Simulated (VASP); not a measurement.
The system is Y2SiF2.

```xyz
5
Lattice="4.0867 0.0000 0.0000 -2.0434 3.5392 0.0000 0.0000 0.0000 6.9652" Properties=species:S:1:pos:R:3 pbc="T T T"
Y     0.0000    2.3595    4.7092
Y     2.0434    1.1797    2.2560
Si    0.0000    0.0000    3.4826
F     0.0000    2.3595    0.1054
F     2.0434    1.1797    6.8598
```

The cell was generated, and may not be a known phase.

| Item | Value |
| --- | --- |
| Program | VASP 6.6.1 |
| Task | relaxation of cell and atoms |
| Functional | PBE |
| Potentials or basis | VASP PAW PBE potentials, release 64 (Y_sv, Si, F) |
| Cutoff | 600 eV |
| k mesh | 6 × 6 × 4 |
| Occupations | gaussian, width 0.1 eV |
| Spin | no spin polarisation |

At the start: pressure 10.4 GPa; volume 20.15 Å³/atom.

Q: How do energy, volume and symmetry change on relaxing?

A: Over 26 steps the energy falls by 911.9 meV/atom and the volume is 18.85 Å³/atom (-6.4 %); space group P-3m1 (No. 164, to 0.1 Å) before and after.

Step by step:
```tsv
step	energy change (eV)	largest force (eV/Å)	pressure (GPa)	volume (Å³)
1	0.0000	7.3703	10.38	100.74
2	-2.7528	3.5832	1.75	119.96
3	-3.2019	1.1605	0.01	114.79
4	-3.2033	1.2551	0.03	115.08
5	-3.3328	0.7964	-2.14	115.54
6	-3.4748	1.2995	-5.62	116.44
7	-3.5372	0.9875	-10.08	118.22
8	-3.5631	0.9422	-10.11	117.90
9	-3.6380	0.8008	-10.16	116.94
10	-3.7720	0.4944	-10.16	115.03
11	-3.9432	0.4289	-9.77	111.27
12	-3.7102	1.4028	-7.11	103.99
13	-3.9666	0.5987	-9.43	109.73
14	-4.0879	0.5725	-8.65	107.80
15	-4.3745	0.4675	-5.77	102.13
16	-4.5089	0.5136	3.08	91.40
17	-4.5399	0.2903	-0.31	94.78
18	-4.5403	0.3124	0.00	94.43
19	-4.5443	0.2567	0.04	94.36
20	-4.5528	0.1645	0.16	94.13
21	-4.5542	0.2564	0.43	93.68
22	-4.5562	0.1060	0.29	93.88
23	-4.5578	0.0837	0.08	94.11
24	-4.5588	0.0511	-0.23	94.45
25	-4.5588	0.0474	-0.26	94.48
26	-4.5593	0.0194	-0.05	94.27
```

Final structure:
```
CELL_PARAMETERS angstrom
4.05836 0.00000 0.00000
-2.02918 3.51464 0.00000
0.00000 0.00000 6.60919
ATOMIC_POSITIONS crystal
Y 0.33333 0.66667 0.74419
Y 0.66667 0.33333 0.25581
Si 0.00000 0.00000 0.50000
F 0.33333 0.66667 0.09975
F 0.66667 0.33333 0.90025
```
